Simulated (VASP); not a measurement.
# Pd (Im-3m) in VASP: settings compared

The runs below take Pd through relaxation of cell and atoms, with BLYP+D3(BJ), LDA.

Everything below comes from runs of VASP 6.6.1. Logs are shortened: lines on timing, memory, paths and dates and some standing lists are left out, and cuts for length are marked.

**1. The cell of the first run**

It takes space group Im-3m (No. 229, cubic). The conventional cell has a = 3.145 Å, b = 3.145 Å, c = 3.145 Å, α = 90.00°, β = 90.00°, γ = 90.00°. Pd (site symmetry m-3m) has 14 Pd at 2.72 to 3.14 Å within 3.6 Å.

**2. Relaxation of cell and atoms, BLYP+D3(BJ)**

File INCAR:

```
AGGAC    = 1.0          
AGGAX    = 1.0          
ALDAC    = 0.0          
ALDAX    = 1.0          
ALGO     = Normal         # electronic algorithm
EDIFF    = 1E-6           # SCF threshold, eV
EDIFFG   = -0.01          # ionic threshold
ENCUT    = 600            # plane-wave cutoff, eV
GGA      = B5             # functional
IBRION   = 2              # ionic algorithm
ISIF     = 3              # what is computed and relaxed
ISMEAR   = 0              # smearing method
IVDW     = 12             # dispersion correction
LASPH    = T              # aspherical terms in the spheres
LCHARG   = F              # write CHGCAR
LREAL    = F              # projectors in reciprocal space
LWAVE    = F              # write WAVECAR
NELM     = 100            # most SCF steps
NSW      = 80             # ionic steps
PREC     = Accurate       # precision mode
SIGMA    = 0.01           # smearing width, eV
VDW_A1   = 0.4298       
VDW_A2   = 4.2359       
VDW_S6   = 1.0          
VDW_S8   = 2.6996
```

File KPOINTS:

```
k-points
0
Gamma
  13 13 13
```

File POSCAR:

```
Pd
1.0
   -1.5722810000      1.5722810000      1.5722810000
    1.5722810000     -1.5722810000      1.5722810000
    1.5722810000      1.5722810000     -1.5722810000
Pd
1
Direct
    0.0000000000      0.0000000000      0.0000000000
```

Potentials or basis: VASP PAW PBE potentials, release 64 (Pd).

The run is started by

```console
cat potpaw_PBE.64/Pd/POTCAR > POTCAR
mpirun -np 1 vasp_std > vasp.out
```

OUTCAR:

```text
EDIFF = 1E-6
   EDIFFG = -0.01
   ENCUT = 600
   GGA = B5
   IBRION = 2
   ISIF = 3
   ISMEAR = 0
   IVDW = 12
   LASPH = T
   LREAL = F
   NELM = 100
   NSW = 80
   PREC = Accurate
 IVDW          = 12

 ion  position               nearest neighbor table
   1  0.000  0.000  0.000-

  LATTYP: Found a body centered cubic cell.
 ALAT       =     3.1445620000

  Lattice vectors:

 A1 = (  -1.5722810000,   1.5722810000,   1.5722810000)
 A2 = (   1.5722810000,  -1.5722810000,   1.5722810000)
 A3 = (   1.5722810000,   1.5722810000,  -1.5722810000)

Analysis of symmetry for initial positions (statically):
=====================================================================
 Subroutine PRICEL returns:
 Original cell was already a primitive cell.

 Routine SETGRP: Setting up the symmetry group for a
 body centered cubic supercell.

 Subroutine GETGRP returns: Found 48 space group operations
 (whereof 48 operations were pure point group operations)
 out of a pool of 48 trial point group operations.

The static configuration has the point symmetry O_h .

Analysis of symmetry for dynamics (positions and initial velocities):
=====================================================================
 Subroutine PRICEL returns:
 Original cell was already a primitive cell.

 Routine SETGRP: Setting up the symmetry group for a
 body centered cubic supercell.

 Subroutine GETGRP returns: Found 48 space group operations
 (whereof 48 operations were pure point group operations)
 out of a pool of 48 trial point group operations.

The dynamic configuration has the point symmetry O_h .

 Subroutine INISYM returns: Found 48 space group operations
 (whereof 48 operations are pure point group operations),
 and found     1 'primitive' translations

----------------------------------------------------------------------------------------

                                     Primitive cell

  volume of cell :      15.5471

  direct lattice vectors                    reciprocal lattice vectors
    -1.572281000  1.572281000  1.572281000     0.000000000  0.318009313  0.318009313
     1.572281000 -1.572281000  1.572281000     0.318009313  0.000000000  0.318009313
     1.572281000  1.572281000 -1.572281000     0.318009313  0.318009313  0.000000000

  length of vectors
     2.723270576  2.723270576  2.723270576     0.449733083  0.449733083  0.449733083

  position of ions in fractional coordinates (direct lattice)
     0.000000000  0.000000000  0.000000000

  ion indices of the primitive-cell ions
   primitive index   ion index
                 1           1

----------------------------------------------------------------------------------------

 KPOINTS: k-points

Automatic generation of k-mesh.
 Grid dimensions read from file:
 generate k-points for:   13   13   13

 Generating k-lattice:

  Cartesian coordinates                     Fractional coordinates (reciprocal lattice)
     0.000000000  0.024462255  0.024462255     0.076923077  0.000000000  0.000000000
     0.024462255  0.000000000  0.024462255     0.000000000  0.076923077  0.000000000
     0.024462255  0.024462255  0.000000000     0.000000000  0.000000000  0.076923077

  Length of vectors
     0.034594853  0.034594853  0.034594853

  Shift w.r.t. Gamma in fractional coordinates (k-lattice)
     0.000000000  0.000000000  0.000000000

 Subroutine IBZKPT returns following result:
 ===========================================

 Found     84 irreducible k-points:

 Following reciprocal coordinates:
            Coordinates               Weight
  0.000000  0.000000  0.000000      1.000000
  0.076923  0.000000  0.000000     12.000000
  0.153846  0.000000  0.000000     12.000000
  0.230769  0.000000  0.000000     12.000000
  0.307692  0.000000  0.000000     12.000000
  0.384615  0.000000  0.000000     12.000000
[... 16 lines left out ...]
  0.153846  0.076923  0.076923     24.000000
  0.230769  0.076923  0.076923     24.000000
 [... further k-points ...]
   k-points           NKPTS =     84   k-points in BZ     NKDIM =     84   number of bands    NBANDS=      9
   number of dos      NEDOS =    301   number of ions     NIONS =      1
   total plane-waves  NPLWV =  13824
   dimension x,y,z NGX =    24 NGY =   24 NGZ =   24
   dimension x,y,z NGXF=    48 NGYF=   48 NGZF=   48
   ions per type =               1
   NGX,Y,Z   is equivalent  to a cutoff of  14.65, 14.65, 14.65 a.u.
   NGXF,Y,Z  is equivalent  to a cutoff of  29.30, 29.30, 29.30 a.u.
 SYSTEM =  unknown system
   PREC   = accura    normal or accurate (medium, high low for compatibility)
   ISTART =      0    job   : 0-new  1-cont  2-samecut
   ICHARG =      2    charge: 1-file 2-atom 10-const
   ISPIN  =      1    spin polarized calculation?
   LNONCOLLINEAR =      F non collinear calculations
   LSORBIT =      F    spin-orbit coupling
   LASPH  =      T    aspherical Exc in radial PAW
   ENCUT  =  600.0 eV  44.10 Ry    6.64 a.u.   5.44  5.44  5.44*2*pi/ulx,y,z
   NELM   =    100;   NELMIN=  2; NELMDL= -5     # of ELM steps
   EDIFF  = 0.1E-05   stopping-criterion for ELM
   LREAL  =      F    real-space projection
   EDIFFG = -.1E-01   stopping-criterion for IOM
   NSW    =     80    number of steps for IOM
   IBRION =      2    ionic relax: 0-MD 1-quasi-New 2-CG
   NFREE  =      1    steps in history (QN), initial steepest desc. (CG)
   ISIF   =      3    stress and relaxation
   ISYM   =      2    0-nonsym 1-usesym 2-fastsym
   POTIM  = 0.5000    time-step for ionic-motion
   TEBEG  =    0.0;   TEEND  =   0.0 temperature during run
   PSTRESS=    0.0 pullay stress
   NELECT =      10.0000    total number of electrons
   NUPDOWN=      -1.0000    fix difference up-down
   EMIN   =  10.00;   EMAX   =-10.00  energy-range for DOS
   EFERMI =   0.00;   METHOD = LEGACY
   ISMEAR =     0;   SIGMA  =   0.01  broadening in eV -4-tet -1-fermi 0-gaus
   EFERMI_NEDOS =   21; number of points for ismear=-14 and -15
   IALGO  =     38    algorithm
   IMIX   =      4    mixing-type and parameters
     AMIX     =   0.40;   BMIX     =  1.00
     AMIX_MAG =   1.60;   BMIX_MAG =  1.00
  volume/ion in A,a.u.               =      15.55       104.92
  Fermi-wavevector in a.u.,A,eV,Ry     =   1.413160  2.670485 27.171123  1.997021
  Thomas-Fermi vector in A             =   2.534834
   LORBIT       =      0    0 simple, 1 ext, 2 COOP (PROOUT), +10 PAW based schemes
   GGA     = B5    functional components
   LHFCALC =     F    Hartree Fock is set to
   AEXX    =    0.0000 exact exchange contribution
   IVDW    =    12    specifies the selected vdW correction
   LEPSILON=     F    determine dielectric tensor
   LRPA    =     F    only Hartree local field effects (RPA)
 conjugate gradient relaxation of ions
 non-spin polarized calculation
 Gauss-broadening in eV      SIGMA  =   0.01
  energy-cutoff  :      600.00
  volume of cell :       15.55
 maximum number of plane-waves:       539
 NGX is ok and might be reduce to    24
   NGX = 11   NGY = 11   NGZ = 11

--------------------------------------- Ionic step        1  -------------------------------------------

 number of electron      10.0000002 magnetization

 Free energy of the ion-electron system (eV)
  ---------------------------------------------------
  ext. energy  EPLUGINS =         0.00000000
  ---------------------------------------------------
  free energy    TOTEN  =        -4.32256219 eV

  energy without entropy =       -4.32243428  energy(sigma->0) =       -4.32249824

 E-fermi :   9.4424     XC(G=0): -12.2282

 val. band max:        9.4336615182   @ k =  -0.3846   0.4615   0.2308
 cond. band min:       9.4462067501   @ k =  -0.3846   0.4615   0.3077
 fundamental gap:      0.0125452319
 Fermi energy:         9.4423955944

 k-point     1 :       0.0000    0.0000    0.0000
  band No.  band energies     occupation
      1       2.8478      2.00000
      2       6.6838      2.00000
      3       6.6838      2.00000
      4       6.6838      2.00000
      5       8.5287      2.00000
      6       8.5287      2.00000
      7      28.9801      0.00000
      8      28.9801      0.00000
      9      28.9801      0.00000

 k-point     2 :       0.0769    0.0000    0.0000
  band No.  band energies     occupation
      1       3.0645      2.00000
      2       6.6144      2.00000
      3       6.6888      2.00000
      4       6.8345      2.00000
      5       8.4494      2.00000
      6       8.5339      2.00000
      7      28.8025      0.00000
      8      28.9962      0.00000
      9      29.2314      0.00000

 k-point     3 :       0.1538    0.0000    0.0000
  band No.  band energies     occupation
      1       3.6638      2.00000
      2       6.4271      2.00000
      3       6.7075      2.00000
      4       7.2694      2.00000
      5       8.2948      2.00000
      6       8.5524      2.00000
      7      27.7644      0.00000
      8      28.6844      0.00000
      9      29.9331      0.00000
[... 308 lines left out ...]
 VOLUME and BASIS-vectors are now :
 -----------------------------------------------------------------------------
  energy-cutoff  :      600.00
  volume of cell :       14.17
      direct lattice vectors                 reciprocal lattice vectors
    -1.524454145  1.524454145  1.524454145     0.000000000  0.327986251  0.327986251
     1.524454145 -1.524454145  1.524454145     0.327986251  0.000000000  0.327986251
     1.524454145  1.524454145 -1.524454145     0.327986251  0.327986251  0.000000000

 POSITION                                       TOTAL-FORCE (eV/Angst)
 -----------------------------------------------------------------------------------
      0.00000      0.00000      3.04891        -0.000000      0.000000      0.000000
 -----------------------------------------------------------------------------------
    total drift:                               -0.000000      0.000000      0.000000

  FREE ENERGIE OF THE ION-ELECTRON SYSTEM (eV)
  ---------------------------------------------------
  free  energy   TOTEN  =        -5.7554202592 eV

  energy  without entropy=       -5.7553124977  energy(sigma->0) =       -5.75536638

--------------------------------------- Ionic step        3  -------------------------------------------

 number of electron      10.0000000 magnetization

 Free energy of the ion-electron system (eV)
  ---------------------------------------------------
  ext. energy  EPLUGINS =         0.00000000
  ---------------------------------------------------
  free energy    TOTEN  =        -4.27528608 eV

  energy without entropy =       -4.27516708  energy(sigma->0) =       -4.27522658

 E-fermi :  10.0859     XC(G=0): -12.4599

 val. band max:       10.0765321117   @ k =  -0.3846   0.4615   0.2308
 cond. band min:      10.0901922544   @ k =  -0.3846   0.4615   0.3077
 fundamental gap:      0.0136601428
 Fermi energy:        10.0858869784

 k-point     1 :       0.0000    0.0000    0.0000
  band No.  band energies     occupation
      1       3.2003      2.00000
      2       7.1522      2.00000
      3       7.1522      2.00000
      4       7.1522      2.00000
      5       9.1080      2.00000
      6       9.1080      2.00000
      7      29.7092      0.00000
      8      29.7092      0.00000
      9      29.7092      0.00000

 k-point     2 :       0.0769    0.0000    0.0000
  band No.  band energies     occupation
      1       3.4245      2.00000
      2       7.0779      2.00000
      3       7.1569      2.00000
      4       7.3119      2.00000
      5       9.0223      2.00000
      6       9.1136      2.00000
      7      29.5740      0.00000
      8      29.7378      0.00000
      9      29.9810      0.00000

 k-point     3 :       0.1538    0.0000    0.0000
  band No.  band energies     occupation
      1       4.0420      2.00000
      2       6.8776      2.00000
      3       7.1746      2.00000
      4       7.7731      2.00000
      5       8.8564      2.00000
      6       9.1336      2.00000
      7      28.6607      0.00000
      8      29.4691      0.00000
      9      30.7429      0.00000
[... 269 lines left out ...]
 VOLUME and BASIS-vectors are now :
 -----------------------------------------------------------------------------
  energy-cutoff  :      600.00
  volume of cell :       14.95
      direct lattice vectors                 reciprocal lattice vectors
    -1.552043431  1.552043431  1.552043431     0.000000000  0.322155933  0.322155933
     1.552043431 -1.552043431  1.552043431     0.322155933  0.000000000  0.322155933
     1.552043431  1.552043431 -1.552043431     0.322155933  0.322155933  0.000000000

 POSITION                                       TOTAL-FORCE (eV/Angst)
 -----------------------------------------------------------------------------------
      0.00000      0.00000     -0.00000        -0.000000      0.000000      0.000000
 -----------------------------------------------------------------------------------
    total drift:                               -0.000000      0.000000      0.000000

  FREE ENERGIE OF THE ION-ELECTRON SYSTEM (eV)
  ---------------------------------------------------
  free  energy   TOTEN  =        -5.7814374248 eV

  energy  without entropy=       -5.7813184240  energy(sigma->0) =       -5.78137792

 reached required accuracy - stopping structural energy minimisation
```

Wall time 23 s (1 thread of Intel Xeon 6975P-C, shared host); peak memory 0.16 GiB.

What came out:

```yaml
Free_energy: -5.7814 eV
Relaxed_volume: 14.95 Å³/atom
Relaxed_cell: a = 2.688 Å, b = 2.688 Å, c = 2.688 Å, α = 109.47°, β = 109.47°, γ = 109.47°
Space_group_after_relaxing_to_0.05_Å: Im-3m (No. 229)
Energy_gained_by_relaxing: 12.7 meV/atom
Ionic_steps: 3
Pressure_after_relaxing: -0.1 GPa
Band_gap_on_the_k_mesh: zero (band 5 reaches 10.60 eV, above the bottom of band 6 at 8.99 eV)
Dispersion_energy_per_atom: -1.506 eV
```

Step by step:
```
step  energy change (eV)  largest force (eV/Å)  pressure (GPa)  volume (Å³)
   1              0.0000                0.0000           -6.50        15.55
   2              0.0133                0.0000           11.41        14.17
   3             -0.0127                0.0000           -0.09        14.95
```

Final structure:
```xyz
1
Lattice="-1.5520 1.5520 1.5520 1.5520 -1.5520 1.5520 1.5520 1.5520 -1.5520" Properties=species:S:1:pos:R:3 pbc="T T T"
Pd    0.0000    0.0000    0.0000
```

Caveat: the PAW data sets were made with another functional, which shifts forces and pressure a little; pairwise dispersion overbinds metals, which lowers pressure and volume.

**3. Relaxation of cell and atoms, LDA**

File INCAR:

```
SYSTEM = Pd
  PREC = Accurate
  ENCUT = 600
  EDIFF = 1E-7
  ISMEAR = 0
  SIGMA = 0.01
  LREAL = .False.
  LASPH = .True.
  NELM = 80
  ALGO = Normal
  ISIF = 3
  LWAVE = .False.
  LCHARG = .False.
  IBRION = 2
  NSW = 80
  EDIFFG = -0.01
```

File KPOINTS:

```
regular mesh
0
Gamma
  13 13 13
  0 0 0
```

POSCAR is that of step 2.

Potentials or basis: VASP PAW LDA potentials, release 64 (Pd).

The run is started by

```console
cat potpaw_LDA.64/Pd/POTCAR > POTCAR
mpirun -np 1 vasp_std > vasp.out
```

Wall time 22 s (1 thread of Intel Xeon 6975P-C, shared host); peak memory 0.16 GiB.

It converged, with:

```yaml
Free_energy: -6.4382 eV
Relaxed_volume: 14.27 Å³/atom
Relaxed_cell: a = 2.647 Å, b = 2.647 Å, c = 2.647 Å, α = 109.47°, β = 109.47°, γ = 109.47°
Space_group_after_relaxing_to_0.05_Å: Im-3m (No. 229)
Energy_gained_by_relaxing: 65.9 meV/atom
Ionic_steps: 7
Pressure_after_relaxing: 0.0 GPa
Band_gap_on_the_k_mesh: zero (band 5 reaches 10.75 eV, above the bottom of band 6 at 9.04 eV)
```

The path:
| step | energy change (eV) | largest force (eV/Å) | pressure (GPa) | volume (Å³) |
| --- | --- | --- | --- | --- |
| 1 | 0.0000 | 0.0000 | -15.11 | 15.55 |
| 2 | 0.1416 | 0.0000 | 42.55 | 12.48 |
| 3 | -0.0658 | 0.0000 | -0.72 | 14.32 |
| 4 | -0.0659 | 0.0000 | -0.17 | 14.28 |
| 5 | -0.0659 | 0.0000 | 0.22 | 14.26 |
| 6 | -0.0659 | 0.0000 | -0.31 | 14.29 |
| 7 | -0.0659 | 0.0000 | -0.01 | 14.27 |

Final structure:
```
Pd
1.0
    -1.52806    1.52806    1.52806
     1.52806   -1.52806    1.52806
     1.52806    1.52806   -1.52806
Pd
1
Cartesian
  0.0000 0.0000 0.0000
```

Levels at points of the mesh, in eV from the Fermi level:
| k point | band 1 | band 2 | band 3 | band 4 | band 5 | band 6 | band 7 | band 8 | band 9 |
| --- | --- | --- | --- | --- | --- | --- | --- | --- | --- |
| (0.00, 0.00, 0.00) | -7.51 | -3.17 | -3.17 | -3.17 | -1.02 | -1.02 | 19.35 | 19.35 | 19.35 |
